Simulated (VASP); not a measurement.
Crystal: SrO.

```
Sr O
1.0
     4.29013    0.00000    0.00000
    -2.14506    3.71536    0.00000
     0.00000    0.00000    5.18471
Sr O
2 2
Direct
  0.33333 0.66667 0.93750
  0.66667 0.33333 0.43750
  0.33333 0.66667 0.43750
  0.66667 0.33333 0.93750
```

```yaml
Program: VASP 6.6.1
Task: relaxation of cell and atoms
Functional: LDA
Potentials_or_basis: VASP PAW LDA potentials, release 64 (Sr_sv, O)
Cutoff: 600 eV
k_mesh: 6 × 6 × 4
Occupations: fermi-dirac, width 0.02 eV
Spin: no spin polarisation
```

At the start: pressure -4.9 GPa; volume 20.66 Å³/atom.

Question: Where does the relaxation end?

Answer: Over 5 steps the energy falls by 21.6 meV/atom and the volume is 19.33 Å³/atom (-6.4 %); space group P6_3/mmc (No. 194, to 0.05 Å).

The path:
```
step  energy change (eV)  largest force (eV/Å)  pressure (GPa)  volume (Å³)
   1              0.0000                0.0000           -4.87        82.64
   2             -0.0728                0.0000            2.27        75.36
   3             -0.0863                0.0000            0.00        77.31
   4             -0.0863                0.0000            0.10        77.20
   5             -0.0863                0.0000           -0.03        77.32
```

Final structure:
```
CELL_PARAMETERS angstrom
4.20026 0.00000 0.00000
-2.10013 3.63754 0.00000
0.00000 0.00000 5.06096
ATOMIC_POSITIONS crystal
Sr 0.33333 0.66667 0.93750
Sr 0.66667 0.33333 0.43750
O 0.33333 0.66667 0.43750
O 0.66667 0.33333 0.93750
```
